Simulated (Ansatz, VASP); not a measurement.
## One calculation of Ca2SnN, two programs

```
Ca Sn N
1.0
     2.84805   -2.84801    0.00000
     2.84805    2.84801    0.00000
     0.00000    0.00000    6.65859
Ca Sn N
2 1 1
Direct
  0.00000 0.00000 0.50000
  0.00000 0.00000 0.00000
  0.50000 0.50000 0.50000
  0.50000 0.50000 0.00000
```

Alike in both runs: functional PBE; k mesh 4 × 4 × 6; occupations gaussian, width 0.1 eV; no spin polarisation.

Ansatz relaxed the structure, and its values are those at the end. VASP's run is a single point on that final structure, the one shown.

|  | VASP | Ansatz |
| --- | --- | --- |
| version | VASP 6.6.1 | Ansatz 0.2.0 |
| potentials or method | VASP PAW PBE potentials, release 64 (Ca_sv, Sn_d, N), cutoff 520 eV | scalar-relativistic, plane waves, PAW |
| valence electrons in the cell | 39 | 39 |

|  | VASP | Ansatz | Ansatz less VASP |
| --- | --- | --- | --- |
| gap on the k mesh at the Fermi level (eV) | none | none | - |
| pressure (GPa) | 0.0 | 0.0 | -0.06 |

A gap of «none» marks a metal or a gap that the smearing closes.

The k mesh is coarse, so the values compare programs but aren't converged.
